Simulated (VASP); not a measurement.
# SnSe2 (P-3m1) in VASP: notebook, part 3 of 3

VASP 6.6.1.

## Step 6: Single point, PBE

This run uses another cell than the first one, of 27.10 Å³/atom, 1.145 times its volume.

The input, INCAR:

```
ALGO = Normal ; EDIFF = 1E-7
ENCUT = 520 ; GGA = PE
ISIF = 2 ; ISMEAR = 0
LASPH = T ; LCHARG = F
LREAL = F ; LWAVE = F
NBANDS = 20 ; NELM = 60
PREC = Accurate ; SIGMA = 0.01
```

The input, KPOINTS:

```
k-points
0
Gamma
  6 6 4
```

The input, POSCAR:

```
SnSe2
1.0
    3.8775811135      0.0000000000      0.0000000000
   -1.9387905567      3.3580839390      0.0000000000
    0.0000000000      0.0000000000      6.2432006593
Sn Se
1 2
Direct
    0.0000000000      0.0000000000      0.0000000000
    0.3333333333      0.6666666667      0.2490000000
    0.6666666667      0.3333333333      0.7510000000
```

Potentials or basis: VASP PAW PBE potentials, release 64 (Sn_d, Se).

Launch:

```
> cat potpaw_PBE.64/Sn_d/POTCAR potpaw_PBE.64/Se/POTCAR > POTCAR
> mpirun -np 1 vasp_std > vasp.out
```

OUTCAR:

```text
EDIFF = 1E-7
   ENCUT = 520
   GGA = PE
   ISIF = 2
   ISMEAR = 0
   LASPH = T
   LREAL = F
   NELM = 60
   PREC = Accurate

 ion  position               nearest neighbor table
   1  0.000  0.000  0.000-   2 2.73   3 2.73   3 2.73   2 2.73   3 2.73   2 2.73
   2  0.333  0.667  0.249-   1 2.73   1 2.73   1 2.73
   3  0.667  0.333  0.751-   1 2.73   1 2.73   1 2.73

  LATTYP: Found a hexagonal cell.
 ALAT       =     3.8775811135
 C/A-ratio  =     1.6100760955

  Lattice vectors:

 A1 = (   3.8775811135,   0.0000000000,   0.0000000000)
 A2 = (  -1.9387905567,   3.3580839390,   0.0000000000)
 A3 = (   0.0000000000,   0.0000000000,   6.2432006593)

Analysis of symmetry for initial positions (statically):
=====================================================================
 Subroutine PRICEL returns:
 Original cell was already a primitive cell.

 Routine SETGRP: Setting up the symmetry group for a
 hexagonal supercell.

 Subroutine GETGRP returns: Found 12 space group operations
 (whereof 12 operations were pure point group operations)
 out of a pool of 24 trial point group operations.

The static configuration has the point symmetry D_3d.

Analysis of symmetry for dynamics (positions and initial velocities):
=====================================================================
 Subroutine PRICEL returns:
 Original cell was already a primitive cell.

 Routine SETGRP: Setting up the symmetry group for a
 hexagonal supercell.

 Subroutine GETGRP returns: Found 12 space group operations
 (whereof 12 operations were pure point group operations)
 out of a pool of 24 trial point group operations.

The dynamic configuration has the point symmetry D_3d.

 Subroutine INISYM returns: Found 12 space group operations
 (whereof 12 operations are pure point group operations),
 and found     1 'primitive' translations

[... 109 lines left out ...]
   EFERMI =   0.00;   METHOD = LEGACY
   ISMEAR =     0;   SIGMA  =   0.01  broadening in eV -4-tet -1-fermi 0-gaus
   EFERMI_NEDOS =   21; number of points for ismear=-14 and -15
   IALGO  =     38    algorithm
   IMIX   =      4    mixing-type and parameters
     AMIX     =   0.40;   BMIX     =  1.00
     AMIX_MAG =   1.60;   BMIX_MAG =  1.00
  volume/ion in A,a.u.               =      27.10       182.87
  Fermi-wavevector in a.u.,A,eV,Ry     =   1.119557  2.115655 17.053636  1.253407
  Thomas-Fermi vector in A             =   2.256196
   LORBIT       =      0    0 simple, 1 ext, 2 COOP (PROOUT), +10 PAW based schemes
   GGA     = PE    functional components
   LHFCALC =     F    Hartree Fock is set to
   AEXX    =    0.0000 exact exchange contribution
   IVDW    =     0    specifies the selected vdW correction
   LEPSILON=     F    determine dielectric tensor
   LRPA    =     F    only Hartree local field effects (RPA)
 non-spin polarized calculation
 Gauss-broadening in eV      SIGMA  =   0.01
  energy-cutoff  :      520.00
  volume of cell :       81.29
 maximum number of plane-waves:      2203
 NGX is ok and might be reduce to    30
   NGX = 15   NGY = 15   NGZ = 23

 number of electron      25.9999992 magnetization

 Free energy of the ion-electron system (eV)
  ---------------------------------------------------
  ext. energy  EPLUGINS =         0.00000000
  ---------------------------------------------------
  free energy    TOTEN  =       -11.83142586 eV

  energy without entropy =      -11.83142586  energy(sigma->0) =      -11.83142586

 E-fermi :   3.7226     XC(G=0):  -9.2188

 val. band max:        3.6099119499   @ k =   0.0000   0.0000   0.0000
 cond. band min:       4.3827967873   @ k =   0.5000   0.0000   0.2500
 fundamental gap:      0.7728848373
 Fermi energy:         3.7226316959

 k-point     1 :       0.0000    0.0000    0.0000
  band No.  band energies     occupation
      1     -17.5786      2.00000
      2     -17.5786      2.00000
      3     -17.5502      2.00000
      4     -17.5373      2.00000
      5     -17.5373      2.00000
      6      -9.9953      2.00000
[... 541 lines left out ...]
     19      12.6048      0.00000
     20      12.6207      0.00000

------------------------ aborting loop because EDIFF is reached ----------------------------------------

  FORCE on cell =-STRESS in cart. coord.  units (eV):
  Direction    XX          YY          ZZ          XY          YZ          ZX
  --------------------------------------------------------------------------------------
  -------------------------------------------------------------------------------------
  Total        0.6716258      0.6716259      1.4246244      0.0000000      0.0000000      0.0000000
  in kB       13.2366537     13.2366552     28.0770348      0.0000000      0.0000000      0.0000000
  external PRESSURE =      18.1834479 kB  Pullay stress =       0.0000000 kB

 VOLUME and BASIS-vectors are now :
 -----------------------------------------------------------------------------
  energy-cutoff  :      520.00
  volume of cell :       81.29
      direct lattice vectors                 reciprocal lattice vectors
     3.877581113  0.000000000  0.000000000     0.257892735  0.148894432  0.000000000
    -1.938790557  3.358083939  0.000000000     0.000000000  0.297788864  0.000000000
     0.000000000  0.000000000  6.243200659     0.000000000  0.000000000  0.160174253

 POSITION                                       TOTAL-FORCE (eV/Angst)
 -----------------------------------------------------------------------------------
      0.00000      0.00000      0.00000        -0.000000      0.000000      0.000000
     -0.00000      2.23872      1.55456         0.000000      0.000000      0.308477
      1.93879      1.11936      4.68864        -0.000000      0.000000     -0.308477
 -----------------------------------------------------------------------------------
    total drift:                                0.000000     -0.000000      0.000000

  FREE ENERGIE OF THE ION-ELECTRON SYSTEM (eV)
  ---------------------------------------------------
  free  energy   TOTEN  =       -11.8314258592 eV

  energy  without entropy=      -11.8314258592  energy(sigma->0) =      -11.83142586
```

OSZICAR:

```text
N       E                     dE             d eps       ncg     rms          rms(c)
DAV:   1     0.200542835277E+03    0.20054E+03   -0.12173E+04   968   0.149E+03
DAV:   2     0.116071112687E+02   -0.18894E+03   -0.18143E+03   992   0.365E+02
DAV:   3    -0.113562088178E+02   -0.22963E+02   -0.22406E+02  1192   0.115E+02
DAV:   4    -0.120854580104E+02   -0.72925E+00   -0.72824E+00  1140   0.214E+01
DAV:   5    -0.121041068437E+02   -0.18649E-01   -0.18648E-01  1320   0.360E+00    0.485E+00
DAV:   6    -0.118466047902E+02    0.25750E+00   -0.53748E-01  1472   0.743E+00    0.312E+00
DAV:   7    -0.118306994339E+02    0.15905E-01   -0.15373E-01  1128   0.239E+00    0.103E+00
DAV:   8    -0.118308234732E+02   -0.12404E-03   -0.12051E-02  1192   0.104E+00    0.268E-01
DAV:   9    -0.118313767254E+02   -0.55325E-03   -0.15417E-03  1112   0.306E-01    0.838E-02
DAV:  10    -0.118313916500E+02   -0.14925E-04   -0.12464E-04  1276   0.754E-02    0.328E-02
DAV:  11    -0.118314246740E+02   -0.33024E-04   -0.44563E-05  1080   0.376E-02    0.884E-03
DAV:  12    -0.118314250214E+02   -0.34739E-06   -0.28337E-06  1264   0.113E-02    0.651E-03
DAV:  13    -0.118314256601E+02   -0.63871E-06   -0.22907E-06  1072   0.782E-03    0.278E-03
DAV:  14    -0.118314257965E+02   -0.13641E-06   -0.40466E-08   916   0.130E-03    0.121E-03
DAV:  15    -0.118314258592E+02   -0.62752E-07   -0.28078E-08   840   0.119E-03
   1 F= -.11831426E+02 E0= -.11831426E+02  d E =-.258660E-59
```

It took 83 s on 1 thread of Intel Xeon 8259CL, shared host; peak memory 0.21 GiB.

Results:

| Property | Result |
| --- | --- |
| Free energy | -11.8314 eV |
| Pressure | 1.8 GPa |
| Largest force | 0.308 eV/Å |
| Band gap on the k mesh | 0.77 eV, indirect (least direct gap 0.88 eV) |

Forces in eV/Å, atoms in the order of the input:
```
Sn   0.000  0.000  0.000
Se   0.000  0.000  0.308
Se   0.000  0.000 -0.308
```

Caveat: spin-orbit coupling is left out, which moves the levels of the heavy elements; this functional lacks dispersion, which binds the layers, so the pressure and a relaxed spacing across them are unreliable.

## Step 7: Single point, PBE

This run uses another cell than the first one, of 27.78 Å³/atom, 1.174 times its volume.

The input, INCAR:

```
SYSTEM = SnSe2
PREC = Accurate
ENCUT = 520
EDIFF = 1E-6
ISMEAR = 0
SIGMA = 0.01
LREAL = .False.
LASPH = .True.
NELM = 80
ALGO = Normal
ISIF = 2
LWAVE = .False.
LCHARG = .False.
GGA = PE
NBANDS = 20
```

The input, KPOINTS:

```
Automatic mesh
0
Gamma
  6 6 4
  0 0 0
```

The input, POSCAR:

```
SnSe2
1.0
    3.9100309997      0.0000000000      0.0000000000
   -1.9550154998      3.3861863663      0.0000000000
    0.0000000000      0.0000000000      6.2954474453
Sn Se
1 2
Direct
    0.0000000000      0.0000000000      0.0000000000
    0.3333333333      0.6666666667      0.2490000000
    0.6666666667      0.3333333333      0.7510000000
```

Launch:

```
> cat potpaw_PBE.64/Sn_d/POTCAR potpaw_PBE.64/Se/POTCAR > POTCAR
> mpirun -np 1 vasp_std > vasp.out
```

Wall time 64 s (1 thread of Intel Xeon 8259CL, shared host); peak memory 0.21 GiB.

The run converged. Its results:

```
Free energy            : -11.8449 eV
Pressure               : 0.3 GPa
Largest force          : 0.100 eV/Å
Band gap on the k mesh : 0.75 eV, indirect (least direct gap 0.79 eV)
```

Forces on the atoms (eV/Å):
```
Sn   0.000  0.000  0.000
Se   0.000  0.000  0.100
Se   0.000  0.000 -0.100
```

Stress tensor (GPa, compression positive):
```
-0.23  0.00  0.00
 0.00 -0.23  0.00
 0.00  0.00  1.29
```

Levels at points of the mesh, in eV from the valence-band top:
| k point | band 10 | band 11 | band 12 | band 13 | band 14 | band 15 | band 16 | band 17 |
| --- | --- | --- | --- | --- | --- | --- | --- | --- |
| (0.00, 0.00, 0.00) | -0.59 | -0.32 | -0.32 | 0.00 | 0.79 | 2.92 | 4.51 | 4.51 |
| (0.50, 0.00, 0.00) | -2.59 | -2.38 | -1.01 | -0.25 | 1.08 | 3.74 | 5.32 | 5.55 |
| (0.00, 0.00, 0.50) | -0.68 | -0.68 | -0.19 | -0.19 | 2.12 | 2.82 | 4.28 | 4.28 |
| (0.50, 0.00, 0.50) | -2.23 | -1.81 | -0.70 | -0.59 | 0.77 | 4.22 | 4.85 | 5.97 |

Caveat: spin-orbit coupling is left out, which moves the levels of the heavy elements; this functional lacks dispersion, which binds the layers, so the pressure and a relaxed spacing across them are unreliable.

## Step 8: Summary

```tsv
cell	gap on the mesh (eV)	pressure (GPa)	largest force (eV/Å)
a = 3.707, b = 3.707, c = 5.968 Å, angles 90.0, 90.0, 120.0°, 3 atoms	0.87	13.9	1.76
a = 3.742, b = 3.742, c = 6.025 Å, angles 90.0, 90.0, 120.0°, 3 atoms	0.85	10.8	1.40
a = 3.777, b = 3.777, c = 6.081 Å, angles 90.0, 90.0, 120.0°, 3 atoms	0.84	8.0	1.08
a = 3.845, b = 3.845, c = 6.190 Å, angles 90.0, 90.0, 120.0°, 3 atoms	0.79	3.6	0.54
a = 3.878, b = 3.878, c = 6.243 Å, angles 90.0, 90.0, 120.0°, 3 atoms	0.77	1.8	0.31
a = 3.910, b = 3.910, c = 6.295 Å, angles 90.0, 90.0, 120.0°, 3 atoms	0.75	0.3	0.10
```

Alike in all rows: task single point; level PBE; potentials or basis VASP PAW PBE potentials, release 64 (Sn_d, Se); no spin polarisation; k mesh 6 × 6 × 4; cutoff (eV) 520; smearing gaussian 0.01 eV.

Caveats: spin-orbit coupling is left out, which moves the levels of the heavy elements; this functional lacks dispersion, which binds the layers, so the pressure and a relaxed spacing across them are unreliable; forces of over 1 eV/Å act on the atoms, so gaps and moduli don't describe the material at rest (some runs).

Total energies depend on the potentials used, so only differences within one code and one set of settings carry meaning.

## Step 9: How close it comes

Step 7. Measured gap of SnSe2: 1.207 eV (an exciton energy, a little under the gap; 300 K; “Temperature Dependent Excitonic Transition Energy and Enhanced Electron-Phonon Coupling in Layered Ternary SnS2-xSex Semiconductors with Fully Tunable Stoichiometry”, 2021, pmc:8069899). This calculation gives 0.75 eV (-0.46 eV). Spin-orbit coupling on Se, Sn is left out. The value is that of PBE on a finite k mesh, which can miss the band edges, without temperature or zero-point motion. Semilocal functionals fall short of measured gaps as a rule.
